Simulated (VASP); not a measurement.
A run of VASP 6.6.1 is set up as follows.

File INCAR:

```
SYSTEM = MgO
PREC = Accurate
ENCUT = 520
EDIFF = 1E-7
ISMEAR = 0
SIGMA = 0.05
LREAL = .FALSE.
LASPH = .TRUE.
NELM = 60
ALGO = Normal
ISIF = 2
LWAVE = .FALSE.
LCHARG = .TRUE.
GGA = PE
LELF = .TRUE.
LVHAR = .TRUE.
NBANDS = 11
```

Contents of KPOINTS:

```
Automatic mesh
0
G
  10 10 10
  0 0 0
```

File POSCAR:

```
MgO
1.0
    0.0000000000      2.3967454938      1.6944990641
    2.3967454938      0.0000000000      1.6944990641
    2.3967454938      2.3967454938      0.0000000000
Mg O
1 1
Direct
    0.0000000000      0.0000000000      0.0000000000
    0.5000000000      0.5000000000      0.5000000000
```

Potentials or basis: VASP PAW PBE potentials, release 64 (Mg, O).

Command:

```bash
$ cat potpaw_PBE.64/Mg/POTCAR potpaw_PBE.64/O/POTCAR > POTCAR
$ mpirun -np 1 vasp_std > vasp.out
```

Problem. What does it give for the pressure?

Solution. 45.7 GPa.

Problem. Estimate the band gap on the k mesh.

Solution. 3.64 eV, direct.

Stress tensor (GPa, compression positive):
```
 -5.68   0.00   0.00
  0.00  -5.68   0.00
  0.00   0.00 148.58
```
